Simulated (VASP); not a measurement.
Here is a VASP 6.6.1 calculation.

File INCAR:

```
SYSTEM = Ni2Ge
PREC = Accurate
ENCUT = 520
EDIFF = 1E-7
ISMEAR = 0
SIGMA = 0.1
LREAL = .False.
LASPH = .True.
NELM = 100
ALGO = Fast
ISIF = 2
LWAVE = .False.
LCHARG = .False.
GGA = PS
NBANDS = 43
```

File KPOINTS:

```
Automatic mesh
0
Gamma
  12 12 8
  0 0 0
```

The input POSCAR:

```
Ni2Ge
1.0
    3.8528039552      0.0000000000      0.0000000000
   -1.9264019776      3.3366261010      0.0000000000
    0.0000000000      0.0000000000      5.1438096991
Ni Ge
4 2
Direct
    0.6666666667      0.3333333333      0.2500000000
    0.3333333333      0.6666666667      0.7500000000
    0.0000000000      0.0000000000      0.0000000000
    0.0000000000      0.0000000000      0.5000000000
    0.6666666667      0.3333333333      0.7500000000
    0.3333333333      0.6666666667      0.2500000000
```

Potentials or basis: VASP PAW PBE potentials, release 64 (Ni, Ge_d).

Command:

```sh
$ cat potpaw_PBE.64/Ni/POTCAR potpaw_PBE.64/Ge_d/POTCAR > POTCAR
$ mpirun -np 1 vasp_std > vasp.out
```

Task: Predict the pressure.

Result: 10.2 GPa.

Task: Estimate the band gap on the k mesh.

Result: Zero (bands 34 and 35 overlap by 3.51 eV).

Stress tensor (GPa, compression positive):
```
15.23  0.00  0.00
 0.00 15.23  0.00
 0.00  0.00  0.12
```

Caveat: the cell differs from its parent crystal (biaxial strain in the a-b plane: -3.0 %, then relaxed in part); the cell stands under pressure; the PAW data sets were made with another functional, which shifts forces and pressure a little. Spin polarisation is off, so any magnetic state and its effect on volume and gap are missing.
